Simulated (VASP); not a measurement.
Here is a VASP 6.6.1 calculation.

INCAR

```
SYSTEM = TaBr3F2
PREC     = Accurate       ! precision mode
ENCUT    = 600            ! plane-wave cutoff, eV
EDIFF    = 1E-6           ! SCF threshold, eV
ISMEAR   = 0              ! smearing method
SIGMA    = 0.1            ! smearing width, eV
LREAL    = .FALSE.        ! projectors in reciprocal space
LASPH    = .TRUE.         ! aspherical terms in the spheres
NELM     = 120            ! most SCF steps
ALGO     = Normal         ! electronic algorithm
ISIF     = 2              ! what is computed and relaxed
LWAVE    = .FALSE.        ! write WAVECAR
LCHARG   = .FALSE.        ! write CHGCAR
GGA      = PE             ! functional
NBANDS   = 32             ! bands
GGA_COMPAT= .FALSE.
```

File KPOINTS:

```
regular mesh
0
G
  12 12 4
  0 0 0
```

The input POSCAR:

```
TaBr3F2
1.0
    3.7148575902      0.0000000000      0.0000000000
   -1.8574287951      3.2171610446      0.0000000000
    0.0000000000      0.0000000000     10.0930374423
Ta Br F
1 3 2
Direct
    0.0000000000      0.0000000000      0.0000000000
    0.0000000000      0.0000000000      0.5000000000
    0.6666666667      0.3333333333      0.2257824382
    0.3333333333      0.6666666667      0.7742175618
    0.3333333333      0.6666666667      0.0462779192
    0.6666666667      0.3333333333      0.9537220808
```

Potentials or basis: VASP PAW PBE potentials, release 64 (Ta_pv, Br, F).

Run with:

```bash
$ cat potpaw_PBE.64/Ta_pv/POTCAR potpaw_PBE.64/Br/POTCAR potpaw_PBE.64/F/POTCAR > POTCAR
$ mpirun -np 1 vasp_std > vasp.out
```

Problem. Predict the largest force.

Solution. 0.009 eV/Å.

Problem. Predict the band gap on the k mesh.

Solution. Zero (bands 23 and 24 overlap by 0.03 eV).

Problem. Predict the pressure.

Solution. 0.0 GPa.

Forces on the atoms (eV/Å):
```
Ta   0.000  0.000  0.000
Br   0.000  0.000  0.000
Br   0.000  0.000  0.009
Br   0.000  0.000 -0.009
F    0.000  0.000  0.008
F    0.000  0.000 -0.008
```

Caveat: spin-orbit coupling is left out, which moves the levels of the heavy elements.
